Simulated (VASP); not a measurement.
PbSe, 2 atoms in the cell. The structure is trigonal, space group R-3m (No. 166). The conventional cell has a = 4.287 Å, b = 4.287 Å, c = 10.820 Å, α = 90.00°, β = 90.00°, γ = 120.00°. Pb (site symmetry -3m) has 6 Se at 3.06 Å within 4.0 Å. Within 4.0 Å of Se (site symmetry -3m) lie 6 Pb at 3.06 Å.  This cell differs from its parent crystal: equal xy, yz and zx shear strains of +2 %.

- Program: VASP 6.6.1
- Task: electric field gradients
- Functional: PBEsol
- Potentials or basis: VASP PAW PBE potentials, release 64 (Pb_d, Se)
- Cutoff: 520 eV
- k mesh: 7 × 7 × 7
- Occupations: fermi-dirac, width 0.02 eV
- Spin: no spin polarisation
- Dipole correction: no
- Further INCAR settings: ALGO = Normal; EDIFF = 1e-08; NBANDS = 17

Potentials or basis: VASP PAW PBE potentials, release 64 (Pb_d, Se).

The run is started by

```console
$ cat potpaw_PBE.64/Pb_d/POTCAR potpaw_PBE.64/Se/POTCAR > POTCAR
$ mpirun -np 1 vasp_std > vasp.out
```

Hardware: 1 thread of Intel Xeon 8259CL, with other jobs on the host.

How long does it take, and how much memory?

Wall time 94 s on 1 thread of Intel Xeon 8259CL, with other jobs on the host, peak memory 0.22 GiB. Counts: scf iterations 13, k points 44.
